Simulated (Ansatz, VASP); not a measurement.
# One calculation of ScBF6, two programs

```
Sc B F
1.0
     4.60449    0.00000    0.00000
     0.00000    4.60449    0.00000
     0.00000    0.00000    4.60449
Sc B F
1 1 6
Direct
  0.50000 0.50000 0.50000
  0.00000 0.00000 0.00000
  0.37896 0.00000 0.00000
  0.62104 0.00000 0.00000
  0.00000 0.37896 0.00000
  0.00000 0.62104 0.00000
  0.00000 0.00000 0.37896
  0.00000 0.00000 0.62104
```

Alike in both runs: task single point; functional PBE; k mesh 4 × 4 × 4; occupations gaussian, width 0.1 eV; no spin polarisation.

|  | VASP | Ansatz |
| --- | --- | --- |
| version | VASP 6.6.1 | Ansatz 0.2.0 |
| potentials or method | VASP PAW PBE potentials, release 64 (Sc_sv, B, F), cutoff 520 eV | scalar-relativistic, plane waves, PAW |
| valence electrons in the cell | 56 | 56 |

|  | VASP | Ansatz | Ansatz less VASP |
| --- | --- | --- | --- |
| gap on the k mesh at the Fermi level (eV) | none | none | - |
| rms of the force components (eV/Å) | 20.202 | 17.924 | -2.2779 |

Atom by atom the forces differ by 2.278 eV/Å (rms over components). A gap of «none» marks a metal or a gap that the smearing closes.

Noted on VASP's run: the standard files for N, O and F lose accuracy on very short bonds.
